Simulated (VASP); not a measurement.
# Na (Fm-3m) in VASP: further runs

Na is run at these levels: LDA; tasks: single point, relaxation of cell and atoms.

All numbers are computed with VASP 6.6.1; they aren't measurements. Logs are shortened: lines on timing, memory, paths and dates and some standing lists are left out, and cuts for length are marked.

## Step 1: The cell of the first run

The structure is cubic, space group Fm-3m (No. 225). The conventional cell has a = 4.082 Å, b = 4.082 Å, c = 4.082 Å, α = 90.00°, β = 90.00°, γ = 90.00°. Na (site symmetry m-3m) has 12 Na at 2.89 Å within 3.8 Å.

This isn't the form of Na at room conditions, which is bcc.

## Step 2: Single point, LDA (17.00 Å³/atom)

The input, INCAR:

```
SYSTEM = Na
PREC     = Accurate       ! precision mode
ENCUT    = 500            ! plane-wave cutoff, eV
EDIFF    = 1E-6           ! SCF threshold, eV
ISMEAR   = -1             ! smearing method
SIGMA    = 0.1            ! smearing width, eV
LREAL    = .FALSE.        ! projectors in reciprocal space
LASPH    = .TRUE.         ! aspherical terms in the spheres
NELM     = 120            ! most SCF steps
ALGO     = Normal         ! electronic algorithm
ISIF     = 2              ! what is computed and relaxed
LWAVE    = .FALSE.        ! write WAVECAR
LCHARG   = .FALSE.        ! write CHGCAR
GGA      = CA             ! functional
NBANDS   = 10             ! bands
GGA_COMPAT= .FALSE.
```

The input, KPOINTS:

```
regular mesh
0
G
  16 16 16
  0 0 0
```

The input, POSCAR:

```
Na
1.0
    0.0000000000      2.0408108241      2.0408108241
    2.0408108241      0.0000000000      2.0408108241
    2.0408108241      2.0408108241      0.0000000000
Na
1
Direct
    0.0000000000      0.0000000000      0.0000000000
```

Potentials or basis: VASP PAW LDA potentials, release 64 (Na_pv).

On the command line:

```console
cat potpaw_LDA.64/Na_pv/POTCAR > POTCAR
mpirun -np 1 vasp_std > vasp.out
```

OUTCAR:

```text
SYSTEM = Na
   PREC = Accurate
   ENCUT = 500
   EDIFF = 1E-6
   ISMEAR = -1
   LREAL = .FALSE.
   LASPH = .TRUE.
   NELM = 120
   ISIF = 2
   GGA = CA

 ion  position               nearest neighbor table
   1  0.000  0.000  0.000-

  LATTYP: Found a face centered cubic cell.
 ALAT       =     4.0816216482

  Lattice vectors:

 A1 = (   0.0000000000,   2.0408108241,   2.0408108241)
 A2 = (   2.0408108241,   0.0000000000,   2.0408108241)
 A3 = (   2.0408108241,   2.0408108241,   0.0000000000)

Analysis of symmetry for initial positions (statically):
=====================================================================
 Subroutine PRICEL returns:
 Original cell was already a primitive cell.

 Routine SETGRP: Setting up the symmetry group for a
 face centered cubic supercell.

 Subroutine GETGRP returns: Found 48 space group operations
 (whereof 48 operations were pure point group operations)
 out of a pool of 48 trial point group operations.

The static configuration has the point symmetry O_h .

Analysis of symmetry for dynamics (positions and initial velocities):
=====================================================================
 Subroutine PRICEL returns:
 Original cell was already a primitive cell.

 Routine SETGRP: Setting up the symmetry group for a
 face centered cubic supercell.

 Subroutine GETGRP returns: Found 48 space group operations
 (whereof 48 operations were pure point group operations)
 out of a pool of 48 trial point group operations.

The dynamic configuration has the point symmetry O_h .

 Subroutine INISYM returns: Found 48 space group operations
 (whereof 48 operations are pure point group operations),
 and found     1 'primitive' translations

----------------------------------------------------------------------------------------

                                     Primitive cell

  volume of cell :      16.9996

  direct lattice vectors                    reciprocal lattice vectors
     0.000000000  2.040810824  2.040810824    -0.245000661  0.245000661  0.245000661
     2.040810824  0.000000000  2.040810824     0.245000661 -0.245000661  0.245000661
     2.040810824  2.040810824  0.000000000     0.245000661  0.245000661 -0.245000661

  length of vectors
     2.886142346  2.886142346  2.886142346     0.424353592  0.424353592  0.424353592

  position of ions in fractional coordinates (direct lattice)
     0.000000000  0.000000000  0.000000000

  ion indices of the primitive-cell ions
   primitive index   ion index
                 1           1

----------------------------------------------------------------------------------------

 KPOINTS: regular mesh

Automatic generation of k-mesh.
 Grid dimensions read from file:
 generate k-points for:   16   16   16

 Generating k-lattice:

  Cartesian coordinates                     Fractional coordinates (reciprocal lattice)
    -0.015312541  0.015312541  0.015312541     0.062500000  0.000000000  0.000000000
     0.015312541 -0.015312541  0.015312541     0.000000000  0.062500000  0.000000000
     0.015312541  0.015312541 -0.015312541     0.000000000  0.000000000  0.062500000

  Length of vectors
     0.026522099  0.026522099  0.026522099

  Shift w.r.t. Gamma in fractional coordinates (k-lattice)
     0.000000000  0.000000000  0.000000000

 Subroutine IBZKPT returns following result:
 ===========================================

 Found    145 irreducible k-points:

 Following reciprocal coordinates:
            Coordinates               Weight
  0.000000  0.000000  0.000000      1.000000
  0.062500  0.000000  0.000000      8.000000
  0.125000  0.000000  0.000000      8.000000
  0.187500  0.000000  0.000000      8.000000
  0.250000  0.000000  0.000000      8.000000
  0.312500  0.000000  0.000000      8.000000
[... 16 lines left out ...]
 -0.125000  0.062500  0.000000     24.000000
 -0.062500  0.062500  0.000000     12.000000
 [... further k-points ...]
   k-points           NKPTS =    145   k-points in BZ     NKDIM =    145   number of bands    NBANDS=     10
   number of dos      NEDOS =    301   number of ions     NIONS =      1
   total plane-waves  NPLWV =  13824
   dimension x,y,z NGX =    24 NGY =   24 NGZ =   24
   dimension x,y,z NGXF=    48 NGYF=   48 NGZF=   48
   ions per type =               1
   NGX,Y,Z   is equivalent  to a cutoff of  13.82, 13.82, 13.82 a.u.
   NGXF,Y,Z  is equivalent  to a cutoff of  27.65, 27.65, 27.65 a.u.
 SYSTEM =  Na
   PREC   = accura    normal or accurate (medium, high low for compatibility)
   ISTART =      0    job   : 0-new  1-cont  2-samecut
   ICHARG =      2    charge: 1-file 2-atom 10-const
   ISPIN  =      1    spin polarized calculation?
   LNONCOLLINEAR =      F non collinear calculations
   LSORBIT =      F    spin-orbit coupling
   LASPH  =      T    aspherical Exc in radial PAW
   ENCUT  =  500.0 eV  36.75 Ry    6.06 a.u.   5.26  5.26  5.26*2*pi/ulx,y,z
   NELM   =    120;   NELMIN=  2; NELMDL= -5     # of ELM steps
   EDIFF  = 0.1E-05   stopping-criterion for ELM
   LREAL  =      F    real-space projection
[... 7 lines left out ...]
   TEBEG  =    0.0;   TEEND  =   0.0 temperature during run
   PSTRESS=    0.0 pullay stress
   NELECT =       7.0000    total number of electrons
   NUPDOWN=      -1.0000    fix difference up-down
   EMIN   =  10.00;   EMAX   =-10.00  energy-range for DOS
   EFERMI =   0.00;   METHOD = LEGACY
   ISMEAR =    -1;   SIGMA  =   0.10  broadening in eV -4-tet -1-fermi 0-gaus
   EFERMI_NEDOS =   21; number of points for ismear=-14 and -15
   IALGO  =     38    algorithm
   IMIX   =      4    mixing-type and parameters
     AMIX     =   0.40;   BMIX     =  1.00
     AMIX_MAG =   1.60;   BMIX_MAG =  1.00
  volume/ion in A,a.u.               =      17.00       114.72
  Fermi-wavevector in a.u.,A,eV,Ry     =   1.217946  2.301585 20.182786  1.483393
  Thomas-Fermi vector in A             =   2.353249
   LORBIT       =      0    0 simple, 1 ext, 2 COOP (PROOUT), +10 PAW based schemes
   GGA     = CA    functional components
   LHFCALC =     F    Hartree Fock is set to
   AEXX    =    0.0000 exact exchange contribution
   IVDW    =     0    specifies the selected vdW correction
   LEPSILON=     F    determine dielectric tensor
   LRPA    =     F    only Hartree local field effects (RPA)
 non-spin polarized calculation
  energy-cutoff  :      500.00
  volume of cell :       17.00
 maximum number of plane-waves:       445
 NGX is ok and might be reduce to    24
   NGX = 11   NGY = 11   NGZ = 11

 number of electron       7.0000004 magnetization

 Free energy of the ion-electron system (eV)
  ---------------------------------------------------
  ext. energy  EPLUGINS =         0.00000000
  ---------------------------------------------------
  free energy    TOTEN  =        -0.81168779 eV

  energy without entropy =       -0.80214707  energy(sigma->0) =       -0.80691743

 E-fermi :   3.6873     XC(G=0):  -9.3850

 val. band max:        3.6450045229   @ k =   0.5000   0.2500   0.0625
 cond. band min:       3.8047839602   @ k =   0.5000   0.3750   0.1250
 fundamental gap:      0.1597794373
 Fermi energy:         3.6872706558

 k-point     1 :       0.0000    0.0000    0.0000
  band No.  band energies     occupation
      1     -21.2870      2.00000
      2     -21.2870      2.00000
      3     -21.2870      2.00000
      4      -1.7255      2.00000
      5      20.0444      0.00000
      6      20.0444      0.00000
      7      20.0444      0.00000
      8      22.2801      0.00000
      9      24.9630      0.00000
     10      24.9630      0.00000

 k-point     2 :       0.0625    0.0000    0.0000
  band No.  band energies     occupation
      1     -21.3045      2.00000
      2     -21.2889      2.00000
      3     -21.2889      2.00000
      4      -1.6090      2.00000
      5      18.6214      0.00000
      6      19.9870      0.00000
      7      19.9870      0.00000
      8      23.0859      0.00000
      9      24.8832      0.00000
     10      24.8844      0.00000

 k-point     3 :       0.1250    0.0000    0.0000
  band No.  band energies     occupation
      1     -21.3536      2.00000
      2     -21.2944      2.00000
      3     -21.2944      2.00000
      4      -1.2634      2.00000
      5      16.4302      0.00000
      6      19.8221      0.00000
      7      19.8221      0.00000
      8      22.8375      0.00000
      9      24.6201      0.00000
     10      24.6201      0.00000

 k-point     4 :       0.1875    0.0000    0.0000
  band No.  band energies     occupation
      1     -21.4261      2.00000
      2     -21.3024      2.00000
      3     -21.3024      2.00000
      4      -0.6991      2.00000
      5      14.2233      0.00000
      6      19.5716      0.00000
      7      19.5716      0.00000
      8      22.1488      0.00000
      9      24.2258      0.00000
     10      24.2258      0.00000

 k-point     5 :       0.2500    0.0000    0.0000
  band No.  band energies     occupation
      1     -21.5101      2.00000
      2     -21.3119      2.00000
      3     -21.3119      2.00000
      4       0.0686      2.00000
      5      12.1075      0.00000
      6      19.2715      0.00000
      7      19.2715      0.00000
      8      21.5639      0.00000
      9      23.8311      0.00000
     10      23.8311      0.00000

 k-point     6 :       0.3125    0.0000    0.0000
  band No.  band energies     occupation
      1     -21.5924      2.00000
      2     -21.3214      2.00000
      3     -21.3214      2.00000
      4       1.0219      2.00000
      5      10.1170      0.00000
      6      18.9688      0.00000
      7      18.9688      0.00000
      8      21.1508      0.00000
      9      23.5160      0.00000
     10      23.5160      0.00000
[... 183 lines left out ...]
 k-point    21 :      -0.2500    0.0625    0.0000
  band No.  band energies     occupation
      1     -21.5386      2.00000
      2     -21.3318      2.00000
      3     -21.3107      2.00000
      4       0.4612      2.00000
      5      11.4829      0.00000
      6      17.4372      0.00000
      7      19.8508      0.00000
      8      22.3810      0.00000
      9      22.7664      0.00000
     10      24.3083      0.00000

 k-point    22 :      -0.1875    0.0625    0.0000
  band No.  band energies     occupation
      1     -21.4571      2.00000
      2     -21.3207      2.00000
      3     -21.3011      2.00000
      4      -0.3671      2.00000
      5      13.5271      0.00000
      6      17.8034      0.00000
      7      20.3208      0.00000
      8      22.8139      0.00000
      9      22.8158      0.00000
     10      24.7698      0.00000

 k-point    23 :      -0.1250    0.0625    0.0000
  band No.  band energies     occupation
      1     -21.3830      2.00000
      2     -21.3092      2.00000
      3     -21.2937      2.00000
      4      -0.9983      2.00000
      5      15.6198      0.00000
      6      18.3052      0.00000
      7      20.4879      0.00000
      8      23.2250      0.00000
      9      23.3894      0.00000
     10      24.7580      0.00000

 k-point    24 :      -0.0625    0.0625    0.0000
  band No.  band energies     occupation
      1     -21.3291      2.00000
      2     -21.2980      2.00000
      3     -21.2894      2.00000
      4      -1.4164      2.00000
      5      17.5116      0.00000
      6      19.0476      0.00000
      7      20.3218      0.00000
      8      23.7890      0.00000
      9      23.9881      0.00000
     10      24.2783      0.00000

 [... further k-points ...]
[... 5 lines left out ...]
  --------------------------------------------------------------------------------------
  -------------------------------------------------------------------------------------
  Total        2.3204143      2.3204143      2.3204143      0.0000000      0.0000000      0.0000000
  in kB      218.6945082    218.6945082    218.6945082      0.0000000      0.0000000      0.0000000
  external PRESSURE =     218.6945082 kB  Pullay stress =       0.0000000 kB

 VOLUME and BASIS-vectors are now :
 -----------------------------------------------------------------------------
  energy-cutoff  :      500.00
  volume of cell :       17.00
      direct lattice vectors                 reciprocal lattice vectors
     0.000000000  2.040810824  2.040810824    -0.245000661  0.245000661  0.245000661
     2.040810824  0.000000000  2.040810824     0.245000661 -0.245000661  0.245000661
     2.040810824  2.040810824  0.000000000     0.245000661  0.245000661 -0.245000661

 POSITION                                       TOTAL-FORCE (eV/Angst)
 -----------------------------------------------------------------------------------
      0.00000      0.00000      0.00000         0.000000      0.000000      0.000000
 -----------------------------------------------------------------------------------
    total drift:                               -0.000000      0.000000     -0.000000

  FREE ENERGIE OF THE ION-ELECTRON SYSTEM (eV)
  ---------------------------------------------------
  free  energy   TOTEN  =        -0.8116877858 eV

  energy  without entropy=       -0.8021470654  energy(sigma->0) =       -0.80691743
```

Wall time 24 s (1 thread of Intel Xeon 8259CL, shared host); peak memory 0.13 GiB.

What came out:

```yaml
Free_energy: -0.8117 eV
Pressure: 21.9 GPa
Band_gap_on_the_k_mesh: zero (an odd number of electrons rules out a gap without spin polarisation)
```

Levels at points of the mesh, in eV from the Fermi level:
```csv
k point,band 1,band 2,band 3,band 4,band 5,band 6,band 7,band 8,band 9
"(0.00, 0.00, 0.00)",-24.97,-24.97,-24.97,-5.41,16.36,16.36,16.36,18.59,21.28
"(0.50, 0.00, 0.00)",-25.41,-25.02,-25.02,0.72,1.73,14.80,14.80,17.05,19.45
"(0.50, 0.50, 0.00)",-25.37,-25.12,-25.12,2.96,3.07,8.42,12.04,12.04,17.53
```

Caveat: the cell stands under pressure.

## Step 3: Single point, LDA

This run uses another cell than the first one, of 33.40 Å³/atom.

The input, INCAR:

```
SYSTEM = Na
PREC = Accurate ; ENCUT = 500
EDIFF = 1E-6 ; ISMEAR = -1
SIGMA = 0.1 ; LREAL = .False.
LASPH = .True. ; NELM = 120
ALGO = Normal ; ISIF = 2
LWAVE = .False. ; LCHARG = .False.
NBANDS = 10 ; GGA_COMPAT = .False.
```

The input, KPOINTS:

```
regular mesh
0
Gamma
  13 13 13
  0 0 0
```

The input, POSCAR:

```
Na
1.0
    0.0000000000      2.5560155302      2.5560155302
    2.5560155302      0.0000000000      2.5560155302
    2.5560155302      2.5560155302      0.0000000000
Na
1
Direct
    0.0000000000      0.0000000000      0.0000000000
```

Potentials or basis: VASP PAW LDA potentials, release 64 (Na_pv).

On the command line:

```console
cat potpaw_LDA.64/Na_pv/POTCAR > POTCAR
mpirun -np 1 vasp_std > vasp.out
```

Run time: 30 s. Hardware: 1 thread of Intel Xeon 8259CL, shared host; peak memory 0.14 GiB.

It converged, with:

| Property | Result |
| --- | --- |
| Free energy | -1.4607 eV |
| Pressure | 0.0 GPa |
| Band gap on the k mesh | zero (an odd number of electrons rules out a gap without spin polarisation) |

Levels at points of the mesh, in eV from the Fermi level:
| k point | band 1 | band 2 | band 3 | band 4 | band 5 | band 6 | band 7 | band 8 |
| --- | --- | --- | --- | --- | --- | --- | --- | --- |
| (0.00, 0.00, 0.00) | -24.87 | -24.87 | -24.87 | -3.52 | 11.66 | 11.66 | 11.66 | 13.02 |

## Step 4: Relaxation of cell and atoms, LDA

This run uses another cell than the first one, of 33.40 Å³/atom.

The input, INCAR:

```
SYSTEM = Na
PREC = Accurate
ENCUT = 500
EDIFF = 1E-7
ISMEAR = -1
SIGMA = 0.1
LREAL = .False.
LASPH = .True.
NELM = 120
ALGO = Normal
ISIF = 3
LWAVE = .False.
LCHARG = .False.
IBRION = 2
NSW = 60
EDIFFG = -0.005
GGA_COMPAT = .False.
NELMIN = 4
```

The input, KPOINTS:

```
Automatic mesh
0
Gamma
  13 13 13
  0 0 0
```

POSCAR is that of step 3.

Potentials or basis: VASP PAW LDA potentials, release 64 (Na_pv).

On the command line:

```console
cat potpaw_LDA.64/Na_pv/POTCAR > POTCAR
mpirun -np 1 vasp_std > vasp.out
```

OUTCAR:

```text
SYSTEM = Na
   PREC = Accurate
   ENCUT = 500
   EDIFF = 1E-7
   ISMEAR = -1
   LREAL = .False.
   LASPH = .True.
   NELM = 120
   ISIF = 3
   IBRION = 2
   NSW = 60
   EDIFFG = -0.005
   NELMIN = 4

 ion  position               nearest neighbor table
   1  0.000  0.000  0.000-

  LATTYP: Found a face centered cubic cell.
 ALAT       =     5.1120310604

  Lattice vectors:

 A1 = (   0.0000000000,   2.5560155302,   2.5560155302)
 A2 = (   2.5560155302,   0.0000000000,   2.5560155302)
 A3 = (   2.5560155302,   2.5560155302,   0.0000000000)

[... 411 lines left out ...]
      1     -24.4409      2.00000
      2     -24.4083      2.00000
      3     -24.4054      2.00000
      4       0.2351      1.83291
      5       3.2342      0.00000
      6       8.4818      0.00000
      7       9.6566      0.00000

 [... further k-points ...]
[... 5 lines left out ...]
  --------------------------------------------------------------------------------------
  -------------------------------------------------------------------------------------
  Total       -0.0037715     -0.0037715     -0.0037715      0.0000000     -0.0000000      0.0000000
  in kB       -0.1809264     -0.1809264     -0.1809264      0.0000000     -0.0000000      0.0000000
  external PRESSURE =      -0.1809264 kB  Pullay stress =       0.0000000 kB

 VOLUME and BASIS-vectors are now :
 -----------------------------------------------------------------------------
  energy-cutoff  :      500.00
  volume of cell :       33.40
      direct lattice vectors                 reciprocal lattice vectors
     0.000000000  2.556015530  2.556015530    -0.195616965  0.195616965  0.195616965
     2.556015530  0.000000000  2.556015530     0.195616965 -0.195616965  0.195616965
     2.556015530  2.556015530  0.000000000     0.195616965  0.195616965 -0.195616965

 POSITION                                       TOTAL-FORCE (eV/Angst)
 -----------------------------------------------------------------------------------
      0.00000      0.00000      0.00000         0.000000      0.000000      0.000000
 -----------------------------------------------------------------------------------
    total drift:                               -0.000000     -0.000000     -0.000000

  FREE ENERGIE OF THE ION-ELECTRON SYSTEM (eV)
  ---------------------------------------------------
  free  energy   TOTEN  =        -1.4607325894 eV

  energy  without entropy=       -1.4440648376  energy(sigma->0) =       -1.45239871

 reached required accuracy - stopping structural energy minimisation
```

CONTCAR:

```text
Na
   1.00000000000000
     0.0000000000000000    2.5560155301999998    2.5560155301999998
     2.5560155301999998    0.0000000000000000    2.5560155301999998
     2.5560155301999998    2.5560155301999998    0.0000000000000000
  Na
     1
Direct
     0.0000000000000000    0.0000000000000000    0.0000000000000000

  0.00000000E+00  0.00000000E+00  0.00000000E+00
```

Run time: 26 s. Hardware: 1 thread of Intel Xeon 8259CL, shared host; peak memory 0.14 GiB.

Results:

```yaml
Free_energy: -1.4607 eV
Pressure_after_relaxing: 0.0 GPa
Band_gap_on_the_k_mesh: zero (an odd number of electrons rules out a gap without spin polarisation)
```

Final structure:
```
Na
1.0
     0.00000    2.55602    2.55602
     2.55602    0.00000    2.55602
     2.55602    2.55602    0.00000
Na
1
Cartesian
  0.0000 0.0000 0.0000
```

## Step 5: Summary

```tsv
task	cell	k mesh	gap on the mesh (eV)	pressure (GPa)
single point	a = 2.886 Å, angles 60.0°, 1 atom	16 × 16 × 16	none	21.9
single point	a = 3.615 Å, angles 60.0°, 1 atom	13 × 13 × 13	none	0.0
relaxation of cell and atoms	relaxed from a = 3.615 Å, angles 60.0°, 1 atom	13 × 13 × 13	none	0.0
```

Alike in all rows: level LDA; potentials or basis VASP PAW LDA potentials, release 64 (Na_pv); no spin polarisation; cutoff (eV) 500; smearing fermi-dirac 0.1 eV.

Caveats: the cell stands under pressure (at least some runs).

Absolute energies hang on the potentials; compare differences alone.

The gap in the log of VASP goes by the Fermi energy; the results here count the filled bands.